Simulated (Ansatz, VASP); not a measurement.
# PbS in VASP and in Ansatz

```
Pb S
1.0
     3.65366    0.00000    0.00000
     0.00000    3.65366    0.00000
     0.00000    0.00000    3.65366
Pb S
1 1
Direct
  0.00000 0.00000 0.00000
  0.50000 0.50000 0.50000
```

Alike in both runs: functional PBEsol-based screened hybrid; k mesh 4 × 4 × 4; occupations fermi-dirac, width 0.05 eV; no spin polarisation.

|  | VASP | Ansatz |
| --- | --- | --- |
| version | VASP 6.6.1 | Ansatz 0.2.0 |
| potentials or method | VASP PAW PBE potentials, release 64 (Pb_d, S) | Ansatz PAW |
| plane-wave cutoff (eV) | 520 | 420 |
| valence electrons in the cell | 20 | 20 |
| task | single point | band structure |

```tsv
	VASP	Ansatz	Ansatz less VASP
gap on the k mesh at the Fermi level (eV)	none	none	-
pressure (GPa)	-4.5	-4.5	+0.09
```

VASP's potentials were made for PBE, not for PBEsol-based screened hybrid. A gap of «none» marks a metal or a gap that the smearing closes.

The k mesh is coarse, so the values compare programs but aren't converged. Spin-orbit coupling is off throughout.
